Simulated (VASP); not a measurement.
Input of a VASP 6.6.1 run:

Contents of INCAR:

```
PREC     = Accurate       # precision mode
ENCUT    = 520            # plane-wave cutoff, eV
EDIFF    = 1E-6           # SCF threshold, eV
ISMEAR   = -1             # smearing method
SIGMA    = 0.05           # smearing width, eV
LREAL    = F              # projectors in reciprocal space
LASPH    = T              # aspherical terms in the spheres
NELM     = 60             # most SCF steps
ALGO     = Fast           # electronic algorithm
ISIF     = 2              # what is computed and relaxed
LWAVE    = F              # write WAVECAR
LCHARG   = F              # write CHGCAR
GGA      = PE             # functional
NBANDS   = 20             # bands
```

Contents of KPOINTS:

```
Automatic mesh
0
Gamma
  8 8 8
```

File POSCAR:

```
WAu
1.0
    0.0000000000      2.7479792600      2.7479792600
    2.7479792600      0.0000000000      2.7479792600
    2.7479792600      2.7479792600      0.0000000000
W Au
1 1
Direct
    0.0000000000      0.0000000000      0.0000000000
    0.7500000000      0.7500000000      0.7500000000
```

Potentials or basis: VASP PAW PBE potentials, release 64 (W_sv, Au).

Run with:

```console
$ cat potpaw_PBE.64/W_sv/POTCAR potpaw_PBE.64/Au/POTCAR > POTCAR
$ mpirun -np 1 vasp_std > vasp.out
```

Predict the pressure.

33.1 GPa.

What does it give for the band gap on the k mesh?

Zero (an odd number of electrons rules out a gap without spin polarisation).

Caveat: the cell stands under pressure; spin-orbit coupling is left out, which moves the levels of the heavy elements.
